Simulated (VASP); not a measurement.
# Ca: single point with PBEsol

Ca:

```
Ca
1.0
    -2.20143    2.06703    2.20143
     2.20143   -2.06703    2.20143
     2.20143    2.06703   -2.20143
Ca
1
Direct
  0.00000 0.00000 0.00000
```

This cell differs from its parent crystal: strained.

```
Program             : VASP 6.6.1
Task                : single point
Functional          : PBEsol
Potentials or basis : VASP PAW PBE potentials, release 64 (Ca_sv)
Cutoff              : 520 eV
k mesh              : 12 × 12 × 12
Occupations         : gaussian, width 0.1 eV
Spin                : no spin polarisation
```

- Pressure: 0.1 GPa
- Band gap on the k mesh: zero (band 5 reaches 2.47 eV, above the bottom of band 6 at 2.02 eV)

Levels at points of the mesh, in eV from the Fermi level:
```tsv
k point	band 3	band 4	band 5	band 6	band 7	band 8
(0.00, 0.00, 0.00)	-22.75	-22.75	-4.18	2.15	2.46	2.46
(0.50, 0.00, 0.00)	-22.81	-22.76	-0.91	0.10	1.21	3.42
(0.00, 0.50, 0.00)	-22.81	-22.74	-1.05	-0.12	1.59	3.13
(0.50, 0.50, 0.50)	-22.88	-22.87	-0.09	0.03	3.76	3.76
```

Wall time 30 s on 1 thread of Intel(R) Xeon(R) Platinum 8559C (Emerald Rapids), with other jobs on the host, peak memory 0.2 GiB.

Caveat: the cell differs from its parent crystal (strained); the PAW data sets were made with another functional, which shifts forces and pressure a little.
